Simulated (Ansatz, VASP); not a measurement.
# In3Se: VASP beside Ansatz

File INCAR:

```
ALGO     = Normal         # electronic algorithm
EDIFF    = 1E-7           # SCF threshold, eV
ENCUT    = 520            # plane-wave cutoff, eV
GGA      = PS             # functional
ISIF     = 2              # what is computed and relaxed
ISMEAR   = 0              # smearing method
IVDW     = 12             # dispersion correction
LASPH    = T              # aspherical terms in the spheres
LCHARG   = F              # write CHGCAR
LREAL    = F              # projectors in reciprocal space
LWAVE    = F              # write WAVECAR
NBANDS   = 30             # bands
NELM     = 60             # most SCF steps
PREC     = Accurate       # precision mode
SIGMA    = 0.15           # smearing width, eV
```

The input KPOINTS:

```
k-points
0
Gamma
  12 12 12
```

POSCAR

```
In3Se
1.0
    4.0078591963      0.0000000000      0.0000000000
    0.0000000000      4.0078591963      0.0000000000
    0.0000000000      0.0000000000      6.0117887945
In Se
3 1
Direct
    0.0000000000      0.5000000000      0.5000000000
    0.5000000000      0.0000000000      0.5000000000
    0.5000000000      0.5000000000      0.0000000000
    0.0000000000      0.0000000000      0.0000000000
```

Input for Ansatz:

```yaml
crystal:
  lattice:
    - [4.0078591963, 0.0, 0.0]
    - [0.0, 4.0078591963, 0.0]
    - [0.0, 0.0, 6.0117887945]
  atoms:
    - { symbol: In, position: [0.0, 0.5, 0.5] }
    - { symbol: In, position: [0.5, 0.0, 0.5] }
    - { symbol: In, position: [0.5, 0.5, 0.0] }
    - { symbol: Se, position: [0.0, 0.0, 0.0] }
basis:
  ecutwfc: 420
kpoints:
  mp_grid: { grid: [12, 12, 12] }
hamiltonian:
  xc: pbesol
  dispersion: d3bj
scf:
  occupations: { method: gaussian, width: 0.15 }
output:
  forces: true
  stress: true
  eigenvalues: true
  write_density: true
  write_potential: true
  elf: true
  volumetric_format: npy
```

Alike in both runs: task single point; functional PBEsol; dispersion D3(BJ); k mesh 12 × 12 × 12; occupations gaussian, width 0.15 eV; no spin polarisation.

|  | VASP | Ansatz |
| --- | --- | --- |
| version | VASP 6.6.1 | Ansatz 0.2.0 |
| potentials or method | VASP PAW PBE potentials, release 64 (In_d, Se), cutoff 520 eV | scalar-relativistic, plane waves, PAW |
| valence electrons in the cell | 45 | 55 |

VASP gave:

```
gap on the k mesh at the Fermi level (eV)                     : none
pressure (GPa)                                                : 2.1
traceless stress, the component that is largest in VASP (GPa) : -5.39
```

Task: Estimate Ansatz's values.

Result: gap on the k mesh at the Fermi level (eV): none; pressure (GPa): 2.1; traceless stress, the component that is largest in VASP (GPa): -5.37.

VASP's potentials were made for PBE, not for PBEsol. A gap of «none» marks a metal or a gap that the smearing closes. VASP's potentials hold 45 valence electrons a cell and Ansatz's 55, so a difference there can come from the potentials and not from the codes.
